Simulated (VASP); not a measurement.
# CO (P2_13) in VASP: single point with r2SCAN

Aim: the single point of CO with r2SCAN.

Everything below comes from runs of VASP 6.6.1. Logs are shortened: lines on timing, memory, paths and dates and some standing lists are left out, and cuts for length are marked.

## Step 1: The cell of the first run

Symmetry: P2_13, No. 198, cubic system. The conventional cell has a = 5.630 Å, b = 5.630 Å, c = 5.630 Å, α = 90.00°, β = 90.00°, γ = 90.00°. Within 1.4 Å of C (site symmetry 3) lie 1 O at 1.06 Å. Within 1.4 Å of O (site symmetry 3) lie 1 C at 1.06 Å.

## Step 2: Single point, r2SCAN

Input file POSCAR:

```
CO
1.0
    5.6300000000      0.0000000000      0.0000000000
    0.0000000000      5.6300000000      0.0000000000
    0.0000000000      0.0000000000      5.6300000000
C O
4 4
Direct
    0.9580000000      0.9580000000      0.9580000000
    0.5420000000      0.0420000000      0.4580000000
    0.4580000000      0.5420000000      0.0420000000
    0.0420000000      0.4580000000      0.5420000000
    0.0670000000      0.0670000000      0.0670000000
    0.4330000000      0.9330000000      0.5670000000
    0.5670000000      0.4330000000      0.9330000000
    0.9330000000      0.5670000000      0.4330000000
```

Input file INCAR.step1:

```
SYSTEM = CO
PREC = Accurate
ENCUT = 520
ISMEAR = -1
SIGMA = 0.1044
LREAL = .FALSE.
LASPH = .TRUE.
NELM = 100
NBANDS = 30
GGA = PE
ALGO = Normal
EDIFF = 1E-4
LWAVE = .TRUE.
LCHARG = .FALSE.
```

Input file INCAR.step2:

```
SYSTEM = CO
PREC = Accurate
ENCUT = 520
EDIFF = 1E-6
ISMEAR = -1
SIGMA = 0.1044
LREAL = .FALSE.
LASPH = .TRUE.
NELM = 100
ALGO = Normal
ISIF = 2
LWAVE = .FALSE.
LCHARG = .FALSE.
METAGGA = R2SCAN
LMIXTAU = .TRUE.
NBANDS = 30
ISTART = 1
```

Input file KPOINTS:

```
Automatic mesh
0
G
  5 5 5
  0 0 0
```

Potentials or basis: VASP PAW PBE potentials, release 64 (C, O).

The run is started by

```sh
$ cat potpaw_PBE.64/C/POTCAR potpaw_PBE.64/O/POTCAR > POTCAR
$ cp INCAR.step1 INCAR
$ mpirun -np 1 vasp_std > vasp.out
$ cp INCAR.step2 INCAR
$ mpirun -np 1 vasp_std > vasp.out
```

OUTCAR:

```text
SYSTEM = CO
   PREC = Accurate
   ENCUT = 520
   EDIFF = 1E-6
   ISMEAR = -1
   LREAL = .FALSE.
   LASPH = .TRUE.
   NELM = 100
   ISIF = 2
   METAGGA = R2SCAN
   ISTART = 1

 ion  position               nearest neighbor table
   1  0.958  0.958  0.958-   5 1.06
   2  0.542  0.042  0.458-   6 1.06
   3  0.458  0.542  0.042-   7 1.06
   4  0.042  0.458  0.542-   8 1.06
   5  0.067  0.067  0.067-   1 1.06
   6  0.433  0.933  0.567-   2 1.06
   7  0.567  0.433  0.933-   3 1.06
   8  0.933  0.567  0.433-   4 1.06

  LATTYP: Found a simple cubic cell.
 ALAT       =     5.6300000000

  Lattice vectors:

 A1 = (   5.6300000000,   0.0000000000,   0.0000000000)
 A2 = (   0.0000000000,   5.6300000000,   0.0000000000)
 A3 = (   0.0000000000,   0.0000000000,   5.6300000000)

Analysis of symmetry for initial positions (statically):
=====================================================================
 Subroutine PRICEL returns:
 Original cell was already a primitive cell.

 Routine SETGRP: Setting up the symmetry group for a
 simple cubic supercell.

 Subroutine GETGRP returns: Found 12 space group operations
 (whereof  3 operations were pure point group operations)
 out of a pool of 48 trial point group operations.

The static configuration has the point symmetry C_3 .
 The point group associated with its full space group is T   .

Analysis of symmetry for dynamics (positions and initial velocities):
=====================================================================
 Subroutine PRICEL returns:
 Original cell was already a primitive cell.

 Routine SETGRP: Setting up the symmetry group for a
 simple cubic supercell.

 Subroutine GETGRP returns: Found 12 space group operations
 (whereof  3 operations were pure point group operations)
 out of a pool of 48 trial point group operations.

The dynamic configuration has the point symmetry C_3 .
 The point group associated with its full space group is T   .

 Subroutine INISYM returns: Found 12 space group operations
 (whereof  3 operations are pure point group operations),
 and found     1 'primitive' translations

----------------------------------------------------------------------------------------

                                     Primitive cell

  volume of cell :     178.4535

  direct lattice vectors                    reciprocal lattice vectors
     5.630000000  0.000000000  0.000000000     0.177619893  0.000000000  0.000000000
     0.000000000  5.630000000  0.000000000     0.000000000  0.177619893  0.000000000
     0.000000000  0.000000000  5.630000000     0.000000000  0.000000000  0.177619893

  length of vectors
     5.630000000  5.630000000  5.630000000     0.177619893  0.177619893  0.177619893

  position of ions in fractional coordinates (direct lattice)
     0.958000000  0.958000000  0.958000000
     0.542000000  0.042000000  0.458000000
     0.458000000  0.542000000  0.042000000
     0.042000000  0.458000000  0.542000000
     0.067000000  0.067000000  0.067000000
     0.433000000  0.933000000  0.567000000
     0.567000000  0.433000000  0.933000000
     0.933000000  0.567000000  0.433000000

  ion indices of the primitive-cell ions
   primitive index   ion index
                 1           1
                 2           2
                 3           3
                 4           4
                 5           5
                 6           6
                 7           7
                 8           8

----------------------------------------------------------------------------------------

 KPOINTS: Automatic mesh

Automatic generation of k-mesh.
 Grid dimensions read from file:
 generate k-points for:    5    5    5

 Generating k-lattice:

  Cartesian coordinates                     Fractional coordinates (reciprocal lattice)
     0.035523979  0.000000000  0.000000000     0.200000000  0.000000000  0.000000000
     0.000000000  0.035523979  0.000000000     0.000000000  0.200000000  0.000000000
     0.000000000  0.000000000  0.035523979     0.000000000  0.000000000  0.200000000

  Length of vectors
     0.035523979  0.035523979  0.035523979

  Shift w.r.t. Gamma in fractional coordinates (k-lattice)
     0.000000000  0.000000000  0.000000000

 Subroutine IBZKPT returns following result:
 ===========================================

 Found     11 irreducible k-points:

 Following reciprocal coordinates:
            Coordinates               Weight
  0.000000  0.000000  0.000000      1.000000
  0.200000  0.000000  0.000000      6.000000
  0.400000  0.000000  0.000000      6.000000
  0.200000  0.200000  0.000000     12.000000
  0.400000  0.200000  0.000000     12.000000
 -0.200000  0.400000  0.000000     12.000000
  0.400000  0.400000  0.000000     12.000000
  0.200000  0.200000  0.200000      8.000000
  0.400000  0.200000  0.200000     24.000000
  0.400000  0.400000  0.200000     24.000000
  0.400000  0.400000  0.400000      8.000000
   k-points           NKPTS =     11   k-points in BZ     NKDIM =     11   number of bands    NBANDS=     30
   number of dos      NEDOS =    301   number of ions     NIONS =      8
   total plane-waves  NPLWV =  74088
   dimension x,y,z NGX =    42 NGY =   42 NGZ =   42
   dimension x,y,z NGXF=    84 NGYF=   84 NGZF=   84
   ions per type =               4   4
   NGX,Y,Z   is equivalent  to a cutoff of  12.40, 12.40, 12.40 a.u.
   NGXF,Y,Z  is equivalent  to a cutoff of  24.80, 24.80, 24.80 a.u.
 SYSTEM =  CO
   PREC   = accura    normal or accurate (medium, high low for compatibility)
   ISTART =      1    job   : 0-new  1-cont  2-samecut
   ICHARG =      0    charge: 1-file 2-atom 10-const
   ISPIN  =      1    spin polarized calculation?
   LNONCOLLINEAR =      F non collinear calculations
   LSORBIT =      F    spin-orbit coupling
   LASPH  =      T    aspherical Exc in radial PAW
   ENCUT  =  520.0 eV  38.22 Ry    6.18 a.u.  10.47 10.47 10.47*2*pi/ulx,y,z
   NELM   =    100;   NELMIN=  2; NELMDL=  0     # of ELM steps
   EDIFF  = 0.1E-05   stopping-criterion for ELM
   LREAL  =      F    real-space projection
   EDIFFG = 0.1E-04   stopping-criterion for IOM
   NSW    =      0    number of steps for IOM
   IBRION =     -1    ionic relax: 0-MD 1-quasi-New 2-CG
   NFREE  =      0    steps in history (QN), initial steepest desc. (CG)
   ISIF   =      2    stress and relaxation
   ISYM   =      2    0-nonsym 1-usesym 2-fastsym
   POTIM  = 0.5000    time-step for ionic-motion
   TEBEG  =    0.0;   TEEND  =   0.0 temperature during run
   PSTRESS=    0.0 pullay stress
   NELECT =      40.0000    total number of electrons
   NUPDOWN=      -1.0000    fix difference up-down
   EMIN   =  10.00;   EMAX   =-10.00  energy-range for DOS
   EFERMI =   0.00;   METHOD = LEGACY
   ISMEAR =    -1;   SIGMA  =   0.10  broadening in eV -4-tet -1-fermi 0-gaus
   EFERMI_NEDOS =   21; number of points for ismear=-14 and -15
   IALGO  =     38    algorithm
   IMIX   =      4    mixing-type and parameters
     AMIX     =   0.40;   BMIX     =  1.00
     AMIX_MAG =   1.60;   BMIX_MAG =  1.00
  volume/ion in A,a.u.               =      22.31       150.53
  Fermi-wavevector in a.u.,A,eV,Ry     =   0.994458  1.879253 13.455436  0.988947
  Thomas-Fermi vector in A             =   2.126411
   LORBIT       =      0    0 simple, 1 ext, 2 COOP (PROOUT), +10 PAW based schemes
   METAGGA = R2SCAN    functional components
   LHFCALC =     F    Hartree Fock is set to
   AEXX    =    0.0000 exact exchange contribution
   IVDW    =     0    specifies the selected vdW correction
   LEPSILON=     F    determine dielectric tensor
   LRPA    =     F    only Hartree local field effects (RPA)
 non-spin polarized calculation
  energy-cutoff  :      520.00
  volume of cell :      178.45
 maximum number of plane-waves:      4836
 NGX is ok and might be reduce to    42
   NGX = 21   NGY = 21   NGZ = 21

 number of electron      40.0000033 magnetization

 Free energy of the ion-electron system (eV)
  ---------------------------------------------------
  ext. energy  EPLUGINS =         0.00000000
  ---------------------------------------------------
  free energy    TOTEN  =       -64.58475965 eV

  energy without entropy =      -64.58475965  energy(sigma->0) =      -64.58475965

 E-fermi :  -3.0653     XC(G=0):  -6.6361

 val. band max:       -5.6147665687   @ k =   0.4000   0.0000   0.0000
 cond. band min:       1.5333370978   @ k =   0.2000   0.2000   0.0000
 fundamental gap:      7.1481036665
 Fermi energy:        -3.0653134082

 k-point     1 :       0.0000    0.0000    0.0000
  band No.  band energies     occupation
      1     -28.5401      2.00000
      2     -28.4978      2.00000
      3     -28.4978      2.00000
      4     -28.4978      2.00000
      5     -11.2823      2.00000
      6     -11.2823      2.00000
[... 22 lines left out ...]
     29       5.4665      0.00000
     30       7.5773      0.00000

 k-point     2 :       0.2000    0.0000    0.0000
  band No.  band energies     occupation
      1     -28.5366      2.00000
      2     -28.5043      2.00000
      3     -28.4973      2.00000
      4     -28.4953      2.00000
      5     -11.2912      2.00000
      6     -11.2828      2.00000
[... 22 lines left out ...]
     29       5.5056      0.00000
     30       6.8078      0.00000

 k-point     3 :       0.4000    0.0000    0.0000
  band No.  band energies     occupation
      1     -28.5271      2.00000
      2     -28.5151      2.00000
      3     -28.4964      2.00000
      4     -28.4952      2.00000
      5     -11.2901      2.00000
      6     -11.2855      2.00000
[... 22 lines left out ...]
     29       5.7191      0.00000
     30       6.1647      0.00000

 k-point     4 :       0.2000    0.2000    0.0000
  band No.  band energies     occupation
      1     -28.5332      2.00000
      2     -28.5061      2.00000
      3     -28.4988      2.00000
      4     -28.4950      2.00000
      5     -11.2933      2.00000
      6     -11.2776      2.00000
[... 22 lines left out ...]
     29       5.5507      0.00000
     30       6.5790      0.00000

 k-point     5 :       0.4000    0.2000    0.0000
  band No.  band energies     occupation
      1     -28.5246      2.00000
      2     -28.5141      2.00000
      3     -28.4982      2.00000
      4     -28.4962      2.00000
      5     -11.2895      2.00000
      6     -11.2814      2.00000
[... 22 lines left out ...]
     29       5.7542      0.00000
     30       6.1334      0.00000

 k-point     6 :      -0.2000    0.4000    0.0000
  band No.  band energies     occupation
      1     -28.5246      2.00000
      2     -28.5140      2.00000
      3     -28.4982      2.00000
      4     -28.4963      2.00000
      5     -11.2895      2.00000
      6     -11.2813      2.00000
[... 22 lines left out ...]
     29       5.7541      0.00000
     30       6.1372      0.00000

 k-point     7 :       0.4000    0.4000    0.0000
  band No.  band energies     occupation
      1     -28.5190      2.00000
      2     -28.5141      2.00000
      3     -28.5011      2.00000
      4     -28.4994      2.00000
      5     -11.2842      2.00000
      6     -11.2782      2.00000
[... 22 lines left out ...]
     29       5.8748      0.00000
     30       6.0365      0.00000

 k-point     8 :       0.2000    0.2000    0.2000
  band No.  band energies     occupation
      1     -28.5304      2.00000
      2     -28.5073      2.00000
      3     -28.5004      2.00000
      4     -28.4958      2.00000
      5     -11.2938      2.00000
      6     -11.2738      2.00000
[... 22 lines left out ...]
     29       5.6044      0.00000
     30       6.4531      0.00000

 k-point     9 :       0.4000    0.2000    0.2000
  band No.  band energies     occupation
      1     -28.5226      2.00000
      2     -28.5132      2.00000
      3     -28.4999      2.00000
      4     -28.4975      2.00000
      5     -11.2892      2.00000
      6     -11.2791      2.00000
[... 22 lines left out ...]
     29       5.8091      0.00000
     30       6.1435      0.00000

 k-point    10 :       0.4000    0.4000    0.2000
  band No.  band energies     occupation
      1     -28.5174      2.00000
      2     -28.5130      2.00000
      3     -28.5023      2.00000
      4     -28.5005      2.00000
      5     -11.2848      2.00000
      6     -11.2779      2.00000
[... 22 lines left out ...]
     29       5.9670      0.00000
     30       6.1192      0.00000

 k-point    11 :       0.4000    0.4000    0.4000
  band No.  band energies     occupation
      1     -28.5132      2.00000
      2     -28.5107      2.00000
      3     -28.5051      2.00000
      4     -28.5035      2.00000
      5     -11.2818      2.00000
      6     -11.2759      2.00000
[... 22 lines left out ...]
     29       6.2043      0.00000
     30       6.2989      0.00000

------------------------ aborting loop because EDIFF is reached ----------------------------------------

  FORCE on cell =-STRESS in cart. coord.  units (eV):
  Direction    XX          YY          ZZ          XY          YZ          ZX
  --------------------------------------------------------------------------------------
  -------------------------------------------------------------------------------------
  Total       15.7705089     15.7705089     15.7705089     -0.0000000      0.0000000      0.0000000
  in kB      141.5895188    141.5895188    141.5895188     -0.0000000      0.0000000      0.0000000
  external PRESSURE =     141.5895188 kB  Pullay stress =       0.0000000 kB

 VOLUME and BASIS-vectors are now :
 -----------------------------------------------------------------------------
  energy-cutoff  :      520.00
  volume of cell :      178.45
      direct lattice vectors                 reciprocal lattice vectors
     5.630000000  0.000000000  0.000000000     0.177619893  0.000000000  0.000000000
     0.000000000  5.630000000  0.000000000     0.000000000  0.177619893  0.000000000
     0.000000000  0.000000000  5.630000000     0.000000000  0.000000000  0.177619893

 POSITION                                       TOTAL-FORCE (eV/Angst)
 -----------------------------------------------------------------------------------
      5.39354      5.39354      5.39354        -6.495424     -6.495424     -6.495424
      3.05146      0.23646      2.57854         6.495424      6.495424     -6.495424
      2.57854      3.05146      0.23646        -6.495424      6.495424      6.495424
      0.23646      2.57854      3.05146         6.495424     -6.495424      6.495424
      0.37721      0.37721      0.37721         6.505119      6.505119      6.505119
      2.43779      5.25279      3.19221        -6.505119     -6.505119      6.505119
      3.19221      2.43779      5.25279         6.505119     -6.505119     -6.505119
      5.25279      3.19221      2.43779        -6.505119      6.505119     -6.505119
 -----------------------------------------------------------------------------------
    total drift:                               -0.000000     -0.000000      0.000000

  FREE ENERGIE OF THE ION-ELECTRON SYSTEM (eV)
  ---------------------------------------------------
  free  energy   TOTEN  =       -64.5847596495 eV

  energy  without entropy=      -64.5847596494  energy(sigma->0) =      -64.58475965
```

Wall time 5.7 min (1 thread of Intel Xeon Platinum 8375C at 2.90GHz (Ice Lake), shared host); peak memory 0.29 GiB.

Results:

* Free energy: -64.5848 eV
* Pressure: 14.2 GPa
* Largest force: 11.267 eV/Å
* Band gap on the k mesh: 7.15 eV

Forces in eV/Å, atoms in the order of the input:
```
C   -6.495 -6.495 -6.495
C    6.495  6.495 -6.495
C   -6.495  6.495  6.495
C    6.495 -6.495  6.495
O    6.505  6.505  6.505
O   -6.505 -6.505  6.505
O    6.505 -6.505 -6.505
O   -6.505  6.505 -6.505
```

Levels at points of the mesh, in eV from the valence-band top:
```csv
k point,band 17,band 18,band 19,band 20,band 21,band 22,band 23,band 24
"(0.00, 0.00, 0.00)",-1.17,-0.06,-0.06,-0.06,7.35,7.35,7.35,8.22
```

Caveat: the cell stands under pressure; the PAW data sets were made with another functional, which shifts forces and pressure a little; an odd mesh through Γ misses points on the zone boundary, where band edges can lie.
